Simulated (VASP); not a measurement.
The system is C.

```xyz
2
Lattice="1.9482 0.0000 0.0000 -0.9741 1.6872 0.0000 0.0000 0.0000 3.1937" Properties=species:S:1:pos:R:3 pbc="T T T"
C     0.9741    0.5624    1.1964
C     0.0000    1.1248    1.9973
```

The cell was generated, and may not be a known phase.

```yaml
Program: VASP 6.6.1
Task: relaxation of cell and atoms
Functional: PBE
Potentials_or_basis: VASP PAW PBE potentials, release 64 (C_h)
Cutoff: 1300 eV
k_mesh: 12 × 12 × 6
Occupations: gaussian, width 0.1 eV
Spin: no spin polarisation
```

At the start: pressure 214.5 GPa; volume 5.25 Å³/atom.

Problem. How do energy, volume and symmetry change on relaxing?

Solution. Over 28 steps the energy falls by 4793.2 meV/atom and the volume is 10.13 Å³/atom (+92.9 %); space group P-3m1 (No. 164, to 0.1 Å) before, P6/mmm (No. 191, to 0.1 Å).

The path:
```tsv
step	energy change (eV)	largest force (eV/Å)	pressure (GPa)	volume (Å³)
1	0.0000	1.3435	214.48	10.50
2	-1.9079	6.6620	-46.24	24.16
3	-3.8030	8.7740	-17.71	16.46
4	-5.3506	1.3433	-74.62	20.85
5	-6.3936	5.8072	-57.62	19.34
6	-8.5482	4.2320	11.06	13.97
7	-9.0086	1.0154	-17.85	15.31
8	-9.0123	0.5301	63.64	13.88
9	-9.2682	0.1927	17.37	14.59
10	-9.3949	0.3045	8.76	15.56
11	-9.4726	1.1926	-2.24	17.21
12	-9.5539	0.3291	3.92	17.88
13	-9.5621	0.0756	6.79	18.18
14	-9.5693	0.4563	-3.32	19.29
15	-9.5729	0.3164	0.23	18.87
16	-9.5783	0.0617	-0.77	19.14
17	-9.5792	0.1019	-1.39	19.31
18	-9.5806	0.1825	2.56	19.35
19	-9.5811	0.1549	1.20	19.34
20	-9.5830	0.0184	1.24	19.49
21	-9.5836	0.1187	1.29	19.65
22	-9.5846	0.1091	-0.92	19.95
23	-9.5846	0.1103	-0.64	19.91
24	-9.5858	0.0194	-0.37	20.07
25	-9.5859	0.0728	-0.26	20.14
26	-9.5862	0.0336	0.84	20.16
27	-9.5862	0.0404	0.68	20.16
28	-9.5864	0.0294	0.32	20.25
```

Final structure:
```
C
1.0
     2.46366    0.00000    0.00000
    -1.23183    2.13359    0.00000
     0.00000    0.00000    3.85315
C
2
Direct
  0.66667 0.33333 0.50023
  0.33333 0.66667 0.49977
```

Caveat: the volume moved by over 15 % at a fixed basis, so the end points are rough; this functional lacks dispersion, which binds layers or chains, so the pressure and a relaxed spacing across them are unreliable.
